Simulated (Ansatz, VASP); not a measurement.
# SnO2: VASP beside Ansatz

```
CELL_PARAMETERS angstrom
0.00000 2.53347 2.53347
2.53347 0.00000 2.53347
2.53347 2.53347 0.00000
ATOMIC_POSITIONS crystal
Sn 0.00000 0.00000 0.00000
O 0.25000 0.25000 0.25000
O 0.75000 0.75000 0.75000
```

Alike in both runs: task single point; functional PBE-based screened hybrid; k mesh 4 × 4 × 4; no spin polarisation.

|  | VASP | Ansatz |
| --- | --- | --- |
| version | VASP 6.6.1 | Ansatz 0.2.0 |
| potentials or method | VASP PAW PBE potentials, release 64 (Sn_d, O) | plane waves |
| plane-wave cutoff (eV) | 520 | 420 |
| occupations | gaussian, width 0.01 eV | fixed |
| valence electrons in the cell | 26 | 26 |

```tsv
	VASP	Ansatz	Ansatz less VASP
gap on the k mesh at the Fermi level (eV)	3.30	3.32	+0.020
pressure (GPa)	-12.6	-13.7	-1.04
```

VASP's potentials were made for PBE, not for PBE-based screened hybrid. Ansatz's warnings: stress exchange threshold loose, stress scf threshold loose.

The k mesh is coarse, so the values compare programs but aren't converged.
